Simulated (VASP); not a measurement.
# Si (P6_3/mmc) in VASP: notebook

The runs below take Si through single point, with RPBE.

Program: VASP 6.6.1. These are calculated values, not measurements. Logs are shortened: lines on timing, memory, paths and dates and some standing lists are left out, and cuts for length are marked.

**1. The cell of the first run**

It takes space group P6_3/mmc (No. 194, hexagonal). The conventional cell has a = 2.730 Å, b = 2.730 Å, c = 9.057 Å, α = 90.00°, β = 90.00°, γ = 120.00°. Si (site symmetry -3m) has 12 Si at 2.73 to 2.76 Å within 3.6 Å. Within 3.6 Å of Si (site symmetry -6m2) lie 12 Si at 2.73 to 2.76 Å.

This isn't the form of Si at room conditions, which is diamond.

**2. Single point, RPBE**

The input, INCAR:

```
PREC = Accurate
ENCUT = 520
EDIFF = 1E-6
ISMEAR = -1
SIGMA = 0.1
LREAL = F
LASPH = T
NELM = 100
ALGO = Normal
ISIF = 2
LWAVE = F
LCHARG = F
GGA = RP
NBANDS = 16
```

The input, KPOINTS:

```
regular mesh
0
Gamma
  13 13 4
```

The input, POSCAR:

```
Si
1.0
    2.7304541471      0.0000000000      0.0000000000
   -1.3652270736      2.3646426553      0.0000000000
    0.0000000000      0.0000000000      9.0571669466
Si
4
Direct
    0.0000000000      0.0000000000      0.0000000000
    0.0000000000      0.0000000000      0.5000000000
    0.3333333333      0.6666666667      0.2500000000
    0.6666666667      0.3333333333      0.7500000000
```

Potentials or basis: VASP PAW PBE potentials, release 64 (Si).

Run with:

```bash
$ cat potpaw_PBE.64/Si/POTCAR > POTCAR
$ mpirun -np 1 vasp_std > vasp.out
```

OUTCAR:

```text
PREC = Accurate
   ENCUT = 520
   EDIFF = 1E-6
   ISMEAR = -1
   LREAL = F
   LASPH = T
   NELM = 100
   ISIF = 2
   GGA = RP

 ion  position               nearest neighbor table
   1  0.000  0.000  0.000-   3 2.76   4 2.76   4 2.76   3 2.76   4 2.76   3 2.76
   2  0.000  0.000  0.500-   3 2.76   4 2.76   4 2.76   3 2.76   4 2.76   3 2.76
   3  0.333  0.667  0.250-   1 2.76   2 2.76   1 2.76   2 2.76   1 2.76   2 2.76
   4  0.667  0.333  0.750-   1 2.76   2 2.76   1 2.76   2 2.76   1 2.76   2 2.76

  LATTYP: Found a hexagonal cell.
 ALAT       =     2.7304541471
 C/A-ratio  =     3.3170917579

  Lattice vectors:

 A1 = (   2.7304541471,   0.0000000000,   0.0000000000)
 A2 = (  -1.3652270736,   2.3646426553,   0.0000000000)
 A3 = (   0.0000000000,   0.0000000000,   9.0571669466)

Analysis of symmetry for initial positions (statically):
=====================================================================
 Subroutine PRICEL returns:
 Original cell was already a primitive cell.

 Routine SETGRP: Setting up the symmetry group for a
 hexagonal supercell.

 Subroutine GETGRP returns: Found 24 space group operations
 (whereof 12 operations were pure point group operations)
 out of a pool of 24 trial point group operations.

The static configuration has the point symmetry D_3d.
 The point group associated with its full space group is D_6h.

Analysis of symmetry for dynamics (positions and initial velocities):
=====================================================================
 Subroutine PRICEL returns:
 Original cell was already a primitive cell.

 Routine SETGRP: Setting up the symmetry group for a
 hexagonal supercell.

 Subroutine GETGRP returns: Found 24 space group operations
 (whereof 12 operations were pure point group operations)
 out of a pool of 24 trial point group operations.

The dynamic configuration has the point symmetry D_3d.
 The point group associated with its full space group is D_6h.

 Subroutine INISYM returns: Found 24 space group operations
 (whereof 12 operations are pure point group operations),
 and found     1 'primitive' translations

----------------------------------------------------------------------------------------

                                     Primitive cell

  volume of cell :      58.4780

  direct lattice vectors                    reciprocal lattice vectors
     2.730454147  0.000000000  0.000000000     0.366239441  0.211448440  0.000000000
    -1.365227074  2.364642655  0.000000000     0.000000000  0.422896879  0.000000000
     0.000000000  0.000000000  9.057166947     0.000000000  0.000000000  0.110409801

  length of vectors
     2.730454147  2.730454147  9.057166947     0.422896879  0.422896879  0.110409801

  position of ions in fractional coordinates (direct lattice)
     0.000000000  0.000000000  0.000000000
     0.000000000  0.000000000  0.500000000
     0.333333333  0.666666667  0.250000000
     0.666666667  0.333333333  0.750000000

  ion indices of the primitive-cell ions
   primitive index   ion index
                 1           1
                 2           2
                 3           3
                 4           4

----------------------------------------------------------------------------------------

 KPOINTS: regular mesh

Automatic generation of k-mesh.
 Grid dimensions read from file:
 generate k-points for:   13   13    4

 Generating k-lattice:

  Cartesian coordinates                     Fractional coordinates (reciprocal lattice)
     0.028172265  0.016265265  0.000000000     0.076923077  0.000000000  0.000000000
     0.000000000  0.032530529  0.000000000     0.000000000  0.076923077  0.000000000
     0.000000000  0.000000000  0.027602450     0.000000000  0.000000000  0.250000000

  Length of vectors
     0.032530529  0.032530529  0.027602450

  Shift w.r.t. Gamma in fractional coordinates (k-lattice)
     0.000000000  0.000000000  0.000000000

 Subroutine IBZKPT returns following result:
 ===========================================

 Found     63 irreducible k-points:

 Following reciprocal coordinates:
            Coordinates               Weight
  0.000000  0.000000  0.000000      1.000000
  0.076923  0.000000  0.000000      6.000000
  0.153846  0.000000  0.000000      6.000000
  0.230769  0.000000  0.000000      6.000000
  0.307692  0.000000  0.000000      6.000000
  0.384615  0.000000  0.000000      6.000000
[... 16 lines left out ...]
  0.076923  0.000000  0.250000     12.000000
  0.153846  0.000000  0.250000     12.000000
 [... further k-points ...]
   k-points           NKPTS =     63   k-points in BZ     NKDIM =     63   number of bands    NBANDS=     16
   number of dos      NEDOS =    301   number of ions     NIONS =      4
   total plane-waves  NPLWV =  28000
   dimension x,y,z NGX =    20 NGY =   20 NGZ =   70
   dimension x,y,z NGXF=    40 NGYF=   40 NGZF=  140
   ions per type =               4
   NGX,Y,Z   is equivalent  to a cutoff of  12.18, 12.18, 12.85 a.u.
   NGXF,Y,Z  is equivalent  to a cutoff of  24.35, 24.35, 25.70 a.u.
 SYSTEM =  unknown system
   PREC   = accura    normal or accurate (medium, high low for compatibility)
   ISTART =      0    job   : 0-new  1-cont  2-samecut
   ICHARG =      2    charge: 1-file 2-atom 10-const
   ISPIN  =      1    spin polarized calculation?
   LNONCOLLINEAR =      F non collinear calculations
   LSORBIT =      F    spin-orbit coupling
   LASPH  =      T    aspherical Exc in radial PAW
   ENCUT  =  520.0 eV  38.22 Ry    6.18 a.u.   5.08  5.08 16.84*2*pi/ulx,y,z
   NELM   =    100;   NELMIN=  2; NELMDL= -5     # of ELM steps
   EDIFF  = 0.1E-05   stopping-criterion for ELM
   LREAL  =      F    real-space projection
[... 7 lines left out ...]
   TEBEG  =    0.0;   TEEND  =   0.0 temperature during run
   PSTRESS=    0.0 pullay stress
   NELECT =      16.0000    total number of electrons
   NUPDOWN=      -1.0000    fix difference up-down
   EMIN   =  10.00;   EMAX   =-10.00  energy-range for DOS
   EFERMI =   0.00;   METHOD = LEGACY
   ISMEAR =    -1;   SIGMA  =   0.10  broadening in eV -4-tet -1-fermi 0-gaus
   EFERMI_NEDOS =   21; number of points for ismear=-14 and -15
   IALGO  =     38    algorithm
   IMIX   =      4    mixing-type and parameters
     AMIX     =   0.40;   BMIX     =  1.00
     AMIX_MAG =   1.60;   BMIX_MAG =  1.00
  volume/ion in A,a.u.               =      14.62        98.66
  Fermi-wavevector in a.u.,A,eV,Ry     =   1.062798  2.008396 15.368308  1.129539
  Thomas-Fermi vector in A             =   2.198261
   LORBIT       =      0    0 simple, 1 ext, 2 COOP (PROOUT), +10 PAW based schemes
   GGA     = RP    functional components
   LHFCALC =     F    Hartree Fock is set to
   AEXX    =    0.0000 exact exchange contribution
   IVDW    =     0    specifies the selected vdW correction
   LEPSILON=     F    determine dielectric tensor
   LRPA    =     F    only Hartree local field effects (RPA)
 non-spin polarized calculation
  energy-cutoff  :      520.00
  volume of cell :       58.48
 maximum number of plane-waves:      1591
   NGX = 11   NGY = 11   NGZ = 33

 number of electron      16.0000000 magnetization

 Free energy of the ion-electron system (eV)
  ---------------------------------------------------
  ext. energy  EPLUGINS =         0.00000000
  ---------------------------------------------------
  free energy    TOTEN  =       -18.45019419 eV

  energy without entropy =      -18.40110368  energy(sigma->0) =      -18.42564893

 E-fermi :  10.0660     XC(G=0): -11.1422

 val. band max:       10.0385249072   @ k =   0.3077   0.3077   0.0000
 cond. band min:      10.2069881952   @ k =   0.3077   0.3077   0.2500
 fundamental gap:      0.1684632880
 Fermi energy:        10.0660371383

 k-point     1 :       0.0000    0.0000    0.0000
  band No.  band energies     occupation
      1      -4.2517      2.00000
      2      -2.4912      2.00000
      3      -2.4861      2.00000
      4       2.3261      2.00000
      5       3.1459      2.00000
      6      11.1096      0.00006
[... 8 lines left out ...]
     15      20.7100      0.00000
     16      20.9279      0.00000

 k-point     2 :       0.0769    0.0000    0.0000
  band No.  band energies     occupation
      1      -4.0979      2.00000
      2      -2.3385      2.00000
      3      -2.3335      2.00000
      4       2.4782      2.00000
      5       3.2908      2.00000
      6      11.2422      0.00002
[... 8 lines left out ...]
     15      20.4866      0.00000
     16      20.8621      0.00000

 k-point     3 :       0.1538    0.0000    0.0000
  band No.  band energies     occupation
      1      -3.6370      2.00000
      2      -1.8811      2.00000
      3      -1.8764      2.00000
      4       2.9331      2.00000
      5       3.7246      2.00000
      6      11.6115      0.00000
[... 8 lines left out ...]
     15      19.2321      0.00000
     16      19.2446      0.00000

 k-point     4 :       0.2308    0.0000    0.0000
  band No.  band energies     occupation
      1      -2.8714      2.00000
      2      -1.1212      2.00000
      3      -1.1174      2.00000
      4       3.6871      2.00000
      5       4.4442      2.00000
      6      10.5408      0.01720
[... 8 lines left out ...]
     15      17.2540      0.00000
     16      17.5524      0.00000
[... 324 lines left out ...]
 k-point    22 :       0.0000    0.0000    0.2500
  band No.  band energies     occupation
      1      -4.1410      2.00000
      2      -3.2579      2.00000
      3      -1.5050      2.00000
      4       1.0734      2.00000
      5       4.5976      2.00000
      6       8.7584      2.00000
[... 8 lines left out ...]
     15      20.3769      0.00000
     16      20.3769      0.00000

 k-point    23 :       0.0769    0.0000    0.2500
  band No.  band energies     occupation
      1      -3.9873      2.00000
      2      -3.1047      2.00000
      3      -1.3530      2.00000
      4       1.2240      2.00000
      5       4.7436      2.00000
      6       8.8991      1.99998
[... 8 lines left out ...]
     15      19.8615      0.00000
     16      20.4692      0.00000

 k-point    24 :       0.1538    0.0000    0.2500
  band No.  band energies     occupation
      1      -3.5267      2.00000
      2      -2.6459      2.00000
      3      -0.8978      2.00000
      4       1.6747      2.00000
      5       5.1802      2.00000
      6       9.3160      1.99889
[... 8 lines left out ...]
     15      18.5133      0.00000
     16      19.3613      0.00000

 [... further k-points ...]

------------------------ aborting loop because EDIFF is reached ----------------------------------------

  FORCE on cell =-STRESS in cart. coord.  units (eV):
  Direction    XX          YY          ZZ          XY          YZ          ZX
  --------------------------------------------------------------------------------------
  -------------------------------------------------------------------------------------
  Total       -0.1667980     -0.1667980     -0.1425782      0.0000000      0.0000000      0.0000000
  in kB       -4.5699210     -4.5699210     -3.9063486      0.0000000      0.0000000      0.0000000
  external PRESSURE =      -4.3487302 kB  Pullay stress =       0.0000000 kB

 VOLUME and BASIS-vectors are now :
 -----------------------------------------------------------------------------
  energy-cutoff  :      520.00
  volume of cell :       58.48
      direct lattice vectors                 reciprocal lattice vectors
     2.730454147  0.000000000  0.000000000     0.366239441  0.211448440  0.000000000
    -1.365227074  2.364642655  0.000000000     0.000000000  0.422896879  0.000000000
     0.000000000  0.000000000  9.057166947     0.000000000  0.000000000  0.110409801

 POSITION                                       TOTAL-FORCE (eV/Angst)
 -----------------------------------------------------------------------------------
      0.00000      0.00000      0.00000         0.000000      0.000000      0.000000
      0.00000      0.00000      4.52858         0.000000      0.000000      0.000000
     -0.00000      1.57643      2.26429         0.000000     -0.000000      0.000000
      1.36523      0.78821      6.79288        -0.000000      0.000000     -0.000000
 -----------------------------------------------------------------------------------
    total drift:                               -0.000000      0.000000     -0.000000

  FREE ENERGIE OF THE ION-ELECTRON SYSTEM (eV)
  ---------------------------------------------------
  free  energy   TOTEN  =       -18.4501941853 eV

  energy  without entropy=      -18.4011036836  energy(sigma->0) =      -18.42564893
```

Run time: 39 s. Hardware: 1 thread of Intel Xeon Platinum 8375C at 2.90GHz (Ice Lake), shared host; peak memory 0.18 GiB.

Results:

| Item | Value |
| --- | --- |
| Free energy | -18.4502 eV |
| Pressure | -0.4 GPa |
| Band gap on the k mesh | zero (bands 8 and 9 overlap by 11.72 eV) |

Caveat: the PAW data sets were made with another functional, which shifts forces and pressure a little.

**3. Single point, RPBE (12.87 Å³/atom)**

This run uses another cell than the first one, of 12.87 Å³/atom.

The input, INCAR:

```
ALGO = Normal
EDIFF = 1E-7
ENCUT = 520
GGA = RP
ISIF = 2
ISMEAR = -1
LASPH = T
LCHARG = T
LELF = T
LREAL = F
LVHAR = T
LWAVE = F
NBANDS = 16
NELM = 60
PREC = Accurate
SIGMA = 0.1
```

The input, KPOINTS:

```
k-points
0
Gamma
  15 15 4
```

The input, POSCAR:

```
Si
1.0
    2.6165504439      0.0000000000      0.0000000000
   -1.3082752219      2.2659991547      0.0000000000
    0.0000000000      0.0000000000      8.6793379113
Si
4
Direct
    0.0000000000      0.0000000000      0.0000000000
    0.0000000000      0.0000000000      0.5000000000
    0.3333333333      0.6666666667      0.2500000000
    0.6666666667      0.3333333333      0.7500000000
```

Potentials or basis: VASP PAW PBE potentials, release 64 (Si).

Run with:

```bash
$ cat potpaw_PBE.64/Si/POTCAR > POTCAR
$ mpirun -np 1 vasp_std > vasp.out
```

It took 57 s on 1 thread of Intel Xeon Platinum 8375C at 2.90GHz (Ice Lake), shared host; peak memory 0.19 GiB.

The run converged. Its results:

| Quantity | Value |
| --- | --- |
| Free energy | -18.1936 eV |
| Pressure | 13.2 GPa |
| Band gap on the k mesh | zero (bands 8 and 9 overlap by 13.70 eV) |

Stress tensor (GPa, compression positive):
```
12.16  0.00  0.00
 0.00 12.16  0.00
 0.00  0.00 15.25
```

Levels at points of the mesh, in eV from the Fermi level:
```csv
k point,band 5,band 6,band 7,band 8,band 9,band 10,band 11,band 12
"(0.00, 0.00, 0.00)",-7.83,1.06,1.06,9.56,9.56,10.01,10.01,11.09
"(0.00, 0.00, 0.50)",-3.87,-3.87,6.60,6.60,9.87,9.87,9.87,9.87
```

Caveat: the cell stands under pressure; the PAW data sets were made with another functional, which shifts forces and pressure a little.

**4. Single point, RPBE (13.45 Å³/atom)**

This run uses another cell than the first one, of 13.45 Å³/atom.

The input, INCAR:

```
SYSTEM = Si
PREC     = Accurate       ! precision mode
ENCUT    = 520            ! plane-wave cutoff, eV
EDIFF    = 1E-6           ! SCF threshold, eV
ISMEAR   = -1             ! smearing method
SIGMA    = 0.1            ! smearing width, eV
LREAL    = .FALSE.        ! projectors in reciprocal space
LASPH    = .TRUE.         ! aspherical terms in the spheres
NELM     = 80             ! most SCF steps
ALGO     = Normal         ! electronic algorithm
ISIF     = 2              ! what is computed and relaxed
LWAVE    = .FALSE.        ! write WAVECAR
LCHARG   = .FALSE.        ! write CHGCAR
GGA      = RP             ! functional
NBANDS   = 16             ! bands
```

The input, KPOINTS:

```
regular mesh
0
G
  15 15 4
  0 0 0
```

The input, POSCAR:

```
Si
1.0
    2.6556091940      0.0000000000      0.0000000000
   -1.3278045970      2.2998250245      0.0000000000
    0.0000000000      0.0000000000      8.8088993694
Si
4
Direct
    0.0000000000      0.0000000000      0.0000000000
    0.0000000000      0.0000000000      0.5000000000
    0.3333333333      0.6666666667      0.2500000000
    0.6666666667      0.3333333333      0.7500000000
```

Run with:

```bash
$ cat potpaw_PBE.64/Si/POTCAR > POTCAR
$ mpirun -np 1 vasp_std > vasp.out
```

Wall time 49 s (1 thread of Intel Xeon Platinum 8375C at 2.90GHz (Ice Lake), shared host); peak memory 0.19 GiB.

Results (log left out):

```
Free energy            : -18.3440 eV
Pressure               : 7.6 GPa
Band gap on the k mesh : zero (bands 8 and 9 overlap by 13.21 eV)
```

Stress tensor (GPa, compression positive):
```
6.63 0.00 0.00
0.00 6.63 0.00
0.00 0.00 9.50
```

Levels at points of the mesh, in eV from the Fermi level:
| k point | band 4 | band 5 | band 6 | band 7 | band 8 | band 9 | band 10 | band 11 | band 12 | band 13 |
| --- | --- | --- | --- | --- | --- | --- | --- | --- | --- | --- |
| (0.00, 0.00, 0.00) | -8.04 | -7.52 | 1.04 | 1.04 | 9.19 | 9.19 | 9.67 | 9.67 | 10.60 | 10.60 |
| (0.00, 0.00, 0.50) | -10.98 | -3.74 | -3.74 | 6.43 | 6.43 | 9.47 | 9.47 | 9.47 | 9.47 | 10.45 |

Caveat: the cell stands under pressure; the PAW data sets were made with another functional, which shifts forces and pressure a little.

**5. Summary**

```csv
cell,k mesh,gap on the mesh (eV),pressure (GPa)
"a = 2.730, b = 2.730, c = 9.057 Å, angles 90.0, 90.0, 120.0°, 4 atoms",13 × 13 × 4,none,-0.4
"a = 2.617, b = 2.617, c = 8.679 Å, angles 90.0, 90.0, 120.0°, 4 atoms",15 × 15 × 4,none,13.2
"a = 2.656, b = 2.656, c = 8.809 Å, angles 90.0, 90.0, 120.0°, 4 atoms",15 × 15 × 4,none,7.6
```

Alike in all rows: task single point; level RPBE; potentials or basis VASP PAW PBE potentials, release 64 (Si); no spin polarisation; cutoff (eV) 520; smearing fermi-dirac 0.1 eV.

Caveats: the PAW data sets were made with another functional, which shifts forces and pressure a little; the cell stands under pressure (at least some runs).

Absolute energies hang on the potentials; compare differences alone.

The gap in the log of VASP goes by the Fermi energy; the results here count the filled bands.